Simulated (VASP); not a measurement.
# HgTe: single point with r2SCAN

HgTe:

```xyz
2
Lattice="0.0000 3.2235 3.4169 3.2235 0.0000 3.4169 3.2235 3.2235 0.0000" Properties=species:S:1:pos:R:3 pbc="T T T"
Hg    0.0000    0.0000    0.0000
Te    4.8353    4.8353    5.1254
```

This cell differs from its parent crystal: strain +0.0600 x Voigt [0, 0, 1, 0, 0, 0].

```
Program                : VASP 6.6.1
Task                   : single point
Functional             : r2SCAN
Potentials or basis    : VASP PAW PBE potentials, release 64 (Hg, Te)
Cutoff                 : 520 eV
k mesh                 : 14 × 14 × 14
Occupations            : gaussian, width 0.15 eV
Spin                   : no spin polarisation
Dipole correction      : no
Further INCAR settings : ALGO = Normal; EDIFF = 1e-07; NBANDS = 16
```

```yaml
Pressure: 0.0 GPa
Band_gap_on_the_k_mesh: zero (filled and empty bands touch)
```

Stress tensor (GPa, compression positive):
```
 0.34  0.00  0.00
 0.00  0.34  0.00
 0.00  0.00 -0.68
```

Levels at points of the mesh, in eV from the Fermi level:
```csv
k point,band 5,band 6,band 7,band 8,band 9,band 10,band 11,band 12,band 13,band 14
"(0.00, 0.00, 0.00)",-7.03,-7.00,-0.74,-0.34,-0.12,-0.12,4.49,4.49,4.52,6.64
"(0.50, 0.00, 0.00)",-7.00,-6.73,-5.48,-1.23,-0.97,0.74,5.13,5.41,6.99,8.04
"(0.50, 0.50, 0.00)",-6.96,-6.66,-5.66,-2.16,-2.16,2.20,2.86,8.07,9.04,9.04
"(0.50, 0.00, 0.50)",-6.96,-6.56,-5.38,-2.45,-2.32,1.78,2.60,8.42,8.82,9.07
```

It took 7.5 min on 1 thread of Intel(R) Xeon(R) 6975P-C (Granite Rapids), with other jobs on the host, peak memory 0.44 GiB.

Caveat: the cell differs from its parent crystal (strain +0.0600 x Voigt [0, 0, 1, 0, 0, 0]); semilocal functionals underestimate gaps, so a narrow gap can read as zero; the PAW data sets were made with another functional, which shifts forces and pressure a little; spin-orbit coupling is left out, which moves the levels of the heavy elements.
